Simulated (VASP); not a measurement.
# In2GaP3 (I4/mmm) in VASP: a series of runs

Runs on In2GaP3. Level: PBE. Tasks: relaxation of cell and atoms, single point.

All numbers are computed with VASP 6.6.1; they aren't measurements. Logs are shortened: lines on timing, memory, paths and dates and some standing lists are left out, and cuts for length are marked.

### Step 1. The cell of the first run

The structure is tetragonal, space group I4/mmm (No. 139). The conventional cell has a = 3.939 Å, b = 3.939 Å, c = 16.712 Å, α = 90.00°, β = 90.00°, γ = 90.00°. Within 3.7 Å of In (site symmetry 4mm) lie 6 P at 2.79 Å. Ga (site symmetry 4/mmm) has 6 P at 2.79 Å within 3.7 Å. P (site symmetry 4/mmm) has 4 Ga at 2.79 Å and 2 In at 2.79 Å within 3.7 Å. P (site symmetry 4mm) has 5 In at 2.79 Å and 1 Ga at 2.79 Å within 3.7 Å.

### Step 2. Relaxation of cell and atoms, PBE

Input file INCAR:

```
ALGO = Normal
EDIFF = 1E-6
EDIFFG = -0.04
ENCUT = 600
GGA = PE
IBRION = 2
ISIF = 3
ISMEAR = 0
LASPH = True
LCHARG = False
LREAL = False
LWAVE = False
NELM = 100
NSW = 90
PREC = Accurate
SIGMA = 0.1
```

Input file KPOINTS:

```
k-points
0
Gamma
  6 6 6
```

Input file POSCAR:

```
In2GaP3
1.0
   -1.9695861200      1.9695861200      8.3562462300
    1.9695861200     -1.9695861200      8.3562462300
    1.9695861200      1.9695861200     -8.3562462300
In Ga P
2 1 3
Direct
    0.8333333300      0.8333333300      0.0000000000
    0.1666666700      0.1666666700      0.0000000000
    0.5000000000      0.5000000000      0.0000000000
    0.0000000000      0.0000000000      0.0000000000
    0.6666666700      0.6666666700      0.0000000000
    0.3333333300      0.3333333300      0.0000000000
```

Potentials or basis: VASP PAW PBE potentials, release 64 (In_d, Ga_d, P).

Launch:

```sh
> cat potpaw_PBE.64/In_d/POTCAR potpaw_PBE.64/Ga_d/POTCAR potpaw_PBE.64/P/POTCAR > POTCAR
> mpirun -np 1 vasp_std > vasp.out
```

OUTCAR:

```text
EDIFF = 1E-6
   EDIFFG = -0.04
   ENCUT = 600
   GGA = PE
   IBRION = 2
   ISIF = 3
   ISMEAR = 0
   LASPH = True
   LREAL = False
   NELM = 100
   NSW = 90
   PREC = Accurate

 ion  position               nearest neighbor table
   1  0.833  0.833  0.000-   5 2.79   6 2.79   6 2.79   6 2.79   6 2.79   4 2.79   2 3.94   2 3.94
                             2 3.94   2 3.94
   2  0.167  0.167  0.000-   6 2.79   5 2.79   5 2.79   5 2.79   5 2.79   4 2.79   1 3.94   1 3.94
                             1 3.94   1 3.94
   3  0.500  0.500  0.000-   4 2.79   4 2.79   4 2.79   4 2.79   6 2.79   5 2.79
   4  0.000  0.000  0.000-   3 2.79   3 2.79   3 2.79   3 2.79   2 2.79   1 2.79
   5  0.667  0.667  0.000-   1 2.79   2 2.79   2 2.79   2 2.79   2 2.79   3 2.79
   6  0.333  0.333  0.000-   2 2.79   1 2.79   1 2.79   1 2.79   1 2.79   3 2.79

  LATTYP: Found a body centered tetragonal cell.
 ALAT       =     3.9391722400
 C/A-ratio  =     4.2426406975

  Lattice vectors:

 A1 = (  -1.9695861200,   1.9695861200,   8.3562462300)
 A2 = (   1.9695861200,  -1.9695861200,   8.3562462300)
 A3 = (   1.9695861200,   1.9695861200,  -8.3562462300)

Analysis of symmetry for initial positions (statically):
=====================================================================
 Subroutine PRICEL returns:
 Original cell was already a primitive cell.

 Routine SETGRP: Setting up the symmetry group for a
 body centered tetragonal supercell.

 Subroutine GETGRP returns: Found 16 space group operations
 (whereof 16 operations were pure point group operations)
 out of a pool of 16 trial point group operations.

The static configuration has the point symmetry D_4h.

Analysis of symmetry for dynamics (positions and initial velocities):
=====================================================================
 Subroutine PRICEL returns:
 Original cell was already a primitive cell.

 Routine SETGRP: Setting up the symmetry group for a
 body centered tetragonal supercell.

 Subroutine GETGRP returns: Found 16 space group operations
 (whereof 16 operations were pure point group operations)
 out of a pool of 16 trial point group operations.

The dynamic configuration has the point symmetry D_4h.

 Subroutine INISYM returns: Found 16 space group operations
 (whereof 16 operations are pure point group operations),
 and found     1 'primitive' translations

----------------------------------------------------------------------------------------

                                     Primitive cell

  volume of cell :     129.6645

  direct lattice vectors                    reciprocal lattice vectors
[... 120 lines left out ...]
   GGA     = PE    functional components
   LHFCALC =     F    Hartree Fock is set to
   AEXX    =    0.0000 exact exchange contribution
   IVDW    =     0    specifies the selected vdW correction
   LEPSILON=     F    determine dielectric tensor
   LRPA    =     F    only Hartree local field effects (RPA)
 conjugate gradient relaxation of ions
 non-spin polarized calculation
 Gauss-broadening in eV      SIGMA  =   0.10
  energy-cutoff  :      600.00
  volume of cell :      129.66
 maximum number of plane-waves:      4348
   NGX = 35   NGY = 35   NGZ = 35

--------------------------------------- Ionic step        1  -------------------------------------------

 number of electron      54.0000004 magnetization

 Free energy of the ion-electron system (eV)
  ---------------------------------------------------
  ext. energy  EPLUGINS =         0.00000000
  ---------------------------------------------------
  free energy    TOTEN  =       -23.80498883 eV

  energy without entropy =      -23.78205859  energy(sigma->0) =      -23.79352371

------------------------ aborting loop because EDIFF is reached ----------------------------------------

  FORCE on cell =-STRESS in cart. coord.  units (eV):
  Direction    XX          YY          ZZ          XY          YZ          ZX
  --------------------------------------------------------------------------------------
  -------------------------------------------------------------------------------------
  Total       -3.8044569     -3.8044569     -3.9362894      0.0000000     -0.0000000     -0.0000000
  in kB      -47.0091156    -47.0091156    -48.6380808      0.0000000     -0.0000000     -0.0000000
  external PRESSURE =     -47.5521040 kB  Pullay stress =       0.0000000 kB
[... 101 lines left out ...]
  FREE ENERGIE OF THE ION-ELECTRON SYSTEM (eV)
  ---------------------------------------------------
  free  energy   TOTEN  =       -23.9617347270 eV

  energy  without entropy=      -23.9409449044  energy(sigma->0) =      -23.95133982

[... ionic steps 4 to 7 ...]

--------------------------------------- Ionic step        8  -------------------------------------------

 number of electron      53.9999999 magnetization

------------------------ aborting loop because EDIFF is reached ----------------------------------------
[... 75 lines left out ...]
--------------------------------------- Ionic step       10  -------------------------------------------

 number of electron      53.9999999 magnetization

 Free energy of the ion-electron system (eV)
  ---------------------------------------------------
  ext. energy  EPLUGINS =         0.00000000
  ---------------------------------------------------
  free energy    TOTEN  =       -23.98770246 eV

  energy without entropy =      -23.96585136  energy(sigma->0) =      -23.97677691

 E-fermi :   6.7545     XC(G=0): -10.5250

 val. band max:        6.7518341251   @ k =  -0.1667   0.3333   0.1667
 cond. band min:       6.7672069100   @ k =  -0.3333  -0.3333   0.1667
 fundamental gap:      0.0153727848
 Fermi energy:         6.7544768508

 k-point     1 :       0.0000    0.0000    0.0000
  band No.  band energies     occupation
      1      -7.8751      2.00000
      2      -7.7955      2.00000
      3      -7.7924      2.00000
      4      -7.7640      2.00000
      5      -7.7640      2.00000
      6      -7.7508      2.00000
[... 829 lines left out ...]
     31      11.4934      0.00000
     32      11.6483      0.00000

 [... further k-points ...]

------------------------ aborting loop because EDIFF is reached ----------------------------------------

  FORCE on cell =-STRESS in cart. coord.  units (eV):
  Direction    XX          YY          ZZ          XY          YZ          ZX
  --------------------------------------------------------------------------------------
  -------------------------------------------------------------------------------------
  Total       -0.0961474     -0.0961474     -0.1694612      0.0000000     -0.0000000      0.0000000
  in kB       -1.2804905     -1.2804905     -2.2568825      0.0000000     -0.0000000      0.0000000
  external PRESSURE =      -1.6059545 kB  Pullay stress =       0.0000000 kB
[... 21 lines left out ...]
  FREE ENERGIE OF THE ION-ELECTRON SYSTEM (eV)
  ---------------------------------------------------
  free  energy   TOTEN  =       -23.9877024641 eV

  energy  without entropy=      -23.9658513648  energy(sigma->0) =      -23.97677691

 reached required accuracy - stopping structural energy minimisation
```

OSZICAR:

```text
N       E                     dE             d eps       ncg     rms          rms(c)
DAV:   1     0.480779869890E+03    0.48078E+03   -0.27415E+04  1928   0.239E+03
[... 94 lines left out ...]
       N       E                     dE             d eps       ncg     rms          rms(c)
DAV:   1    -0.239911419740E+02   -0.40359E-02   -0.36087E-01  3136   0.486E+00    0.412E-01
DAV:   2    -0.239883077745E+02    0.28342E-02   -0.10983E-02  2664   0.144E+00    0.155E-01
DAV:   3    -0.239877278528E+02    0.57992E-03   -0.18419E-03  2776   0.576E-01    0.717E-02
DAV:   4    -0.239877151721E+02    0.12681E-04   -0.18620E-04  2448   0.104E-01    0.530E-02
DAV:   5    -0.239877018366E+02    0.13336E-04   -0.28375E-05  2712   0.459E-02    0.264E-02
DAV:   6    -0.239877024641E+02   -0.62749E-06   -0.87500E-06  2576   0.282E-02
  10 F= -.23987702E+02 E0= -.23976777E+02  d E =-.596021E-03
```

CONTCAR:

```text
In2GaP3
   1.00000000000000
    -1.9245422615484944    1.9245422615484944    8.1200164168511932
     1.9245422615484944   -1.9245422615484944    8.1200164168511932
     1.9245422615484944    1.9245422615484944   -8.1200164168511932
  In              Ga              P
     2     1     3
Direct
     0.8334970537132130    0.8334970537132130    0.0000000000000000
     0.1665029462867871    0.1665029462867871    0.0000000000000000
     0.5000000000000000    0.5000000000000000    0.0000000000000000
     0.0000000000000000    0.0000000000000000    0.0000000000000000
     0.6613724092844725    0.6613724092844725    0.0000000000000000
     0.3386275907155276    0.3386275907155276    0.0000000000000000

  0.00000000E+00  0.00000000E+00  0.00000000E+00
  0.00000000E+00  0.00000000E+00  0.00000000E+00
  0.00000000E+00  0.00000000E+00  0.00000000E+00
  0.00000000E+00  0.00000000E+00  0.00000000E+00
  0.00000000E+00  0.00000000E+00  0.00000000E+00
  0.00000000E+00  0.00000000E+00  0.00000000E+00
```

It took 34 min on 1 thread of AMD EPYC 9R45 (Zen 5), shared host; peak memory 0.84 GiB.

Results:

| Property | Result |
| --- | --- |
| Free energy | -23.9877 eV |
| Relaxed volume | 20.05 Å³/atom |
| Relaxed cell | a = 8.564 Å, b = 8.564 Å, c = 8.564 Å, α = 154.03°, β = 154.03°, γ = 37.06° |
| Space group after relaxing (to 0.1 Å) | I4/mmm (No. 139) |
| Energy gained by relaxing | 30.5 meV/atom |
| Ionic steps | 10 |
| Pressure after relaxing | -0.2 GPa |
| Largest force after relaxing | 0.008 eV/Å |
| Band gap on the k mesh | zero (bands 27 and 28 overlap by 2.74 eV) |

Forces in eV/Å, atoms in the order of the input:
```
In   0.000  0.000  0.005
In   0.000  0.000 -0.005
Ga   0.000  0.000  0.000
P    0.000  0.000  0.000
P    0.000  0.000  0.008
P    0.000  0.000 -0.008
```

Step by step:
```csv
step,energy change (eV),largest force (eV/Å),pressure (GPa),volume (Å³)
1,0.0000,0.2898,-4.76,129.66
2,-0.1476,0.3683,1.59,118.00
3,-0.1567,0.3556,0.24,120.10
4,-0.1567,0.3544,0.06,120.28
5,-0.1680,0.2633,0.03,120.22
6,-0.1802,0.0976,0.08,120.07
7,-0.1802,0.1042,0.08,120.06
8,-0.1816,0.0684,-0.09,120.29
9,-0.1821,0.0170,-0.33,120.65
10,-0.1827,0.0084,-0.16,120.30
```

Final structure:
```yaml
crystal:
  lattice:
    - [-1.92454, 1.92454, 8.12002]
    - [1.92454, -1.92454, 8.12002]
    - [1.92454, 1.92454, -8.12002]
  atoms:
    - { symbol: In, position: [0.83350, 0.83350, 0.00000] }
    - { symbol: In, position: [0.16650, 0.16650, 0.00000] }
    - { symbol: Ga, position: [0.50000, 0.50000, 0.00000] }
    - { symbol: P, position: [0.00000, 0.00000, 0.00000] }
    - { symbol: P, position: [0.66137, 0.66137, 0.00000] }
    - { symbol: P, position: [0.33863, 0.33863, 0.00000] }
```

Levels at points of the mesh, in eV from the Fermi level:
```csv
k point,band 24,band 25,band 26,band 27,band 28,band 29,band 30,band 31
"(0.00, 0.00, 0.00)",-1.96,-1.26,-1.07,-0.17,-0.17,-0.06,0.78,4.14
"(0.50, 0.00, 0.00)",-0.09,-0.09,0.14,0.16,2.15,2.34,2.72,3.22
"(0.50, 0.50, 0.00)",-3.49,-3.12,-2.64,-2.43,-2.34,0.99,1.04,3.75
"(0.50, 0.50, 0.50)",-2.00,-1.04,-1.04,-0.70,-0.70,2.46,3.21,3.75
```

Caveat: spin-orbit coupling is left out, which moves the levels of the heavy elements.

(Part 1 of 2 ends here.)
